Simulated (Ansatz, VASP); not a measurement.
Two plane-wave programs on HfZr3Se8

File INCAR:

```
SYSTEM = HfZr3Se8
PREC = Accurate ; ENCUT = 520
EDIFF = 1E-7 ; ISMEAR = 0
SIGMA = 0.1 ; LREAL = .FALSE.
LASPH = .TRUE. ; NELM = 100
ALGO = Normal ; ISIF = 2
LWAVE = .FALSE. ; LCHARG = .FALSE.
GGA = PE ; NBANDS = 59
```

The input KPOINTS:

```
Automatic mesh
0
G
  4 2 4
  0 0 0
```

The input POSCAR:

```
HfZr3Se8
1.0
    6.5668512000      0.0000000000      0.0000000000
    0.0000000000      7.5840081000      0.0000000000
   -0.0014143000      0.0000000000      6.9177989000
Zr Hf Se
3 1 8
Direct
    0.0000000000      0.5000000000      0.0000000000
    0.5000000000      0.2498560000      0.0000000000
    0.5000000000      0.7501440000      0.0000000000
    0.0000000000      0.0000000000      0.0000000000
    0.1656180000      0.2483720000      0.2284740000
    0.1656180000      0.7516280000      0.2284740000
    0.6663960000      0.5000000000      0.2290960000
    0.6691640000      0.0000000000      0.2284350000
    0.3308360000      0.0000000000      0.7715650000
    0.3336040000      0.5000000000      0.7709040000
    0.8343820000      0.2483720000      0.7715260000
    0.8343820000      0.7516280000      0.7715260000
```

Input for Ansatz:

```yaml
crystal:
  lattice:
    - [6.5668512, 0.0, 0.0]
    - [0.0, 7.5840081, 0.0]
    - [-0.0014143, 0.0, 6.9177989]
  atoms:
    - { symbol: Zr, position: [0.0, 0.5, 0.0] }
    - { symbol: Zr, position: [0.5, 0.249856, 0.0] }
    - { symbol: Zr, position: [0.5, 0.750144, 0.0] }
    - { symbol: Hf, position: [0.0, 0.0, 0.0] }
    - { symbol: Se, position: [0.165618, 0.248372, 0.228474] }
    - { symbol: Se, position: [0.165618, 0.751628, 0.228474] }
    - { symbol: Se, position: [0.666396, 0.5, 0.229096] }
    - { symbol: Se, position: [0.669164, 0.0, 0.228435] }
    - { symbol: Se, position: [0.330836, 0.0, 0.771565] }
    - { symbol: Se, position: [0.333604, 0.5, 0.770904] }
    - { symbol: Se, position: [0.834382, 0.248372, 0.771526] }
    - { symbol: Se, position: [0.834382, 0.751628, 0.771526] }
basis:
  ecutwfc: 420
kpoints:
  mp_grid: { grid: [4, 2, 4] }
hamiltonian:
  xc: pbe
scf:
  occupations: { method: gaussian, width: 0.1 }
  lower_state_search: "off"
output:
  forces: true
  stress: true
  eigenvalues: true
```

Alike in both runs: task single point; functional PBE; k mesh 4 × 2 × 4; occupations gaussian, width 0.1 eV; no spin polarisation.

|  | VASP | Ansatz |
| --- | --- | --- |
| version | VASP 6.6.1 | Ansatz 0.2.0 |
| potentials or method | VASP PAW PBE potentials, release 64 (Zr_sv, Hf_pv, Se), cutoff 520 eV | scalar-relativistic, plane waves, PAW |
| valence electrons in the cell | 94 | 190 |

|  | VASP | Ansatz | Ansatz less VASP |
| --- | --- | --- | --- |
| gap on the k mesh at the Fermi level (eV) | 0.40 | 0.40 | -0.001 |
| least direct gap on the mesh (eV) | 0.46 | 0.46 | -0.001 |
| pressure (GPa) | 0.2 | 0.2 | +0.01 |
| traceless stress, the component that is largest in VASP (GPa) | 0.49 | 0.49 | +0.003 |
| rms of the force components (eV/Å) | 0.014 | 0.009 | -0.0059 |

Atom by atom the forces differ by 0.012 eV/Å (rms over components). VASP's potentials hold 94 valence electrons a cell and Ansatz's 190, so a difference there can come from the potentials and not from the codes.

Spin-orbit coupling is off throughout.
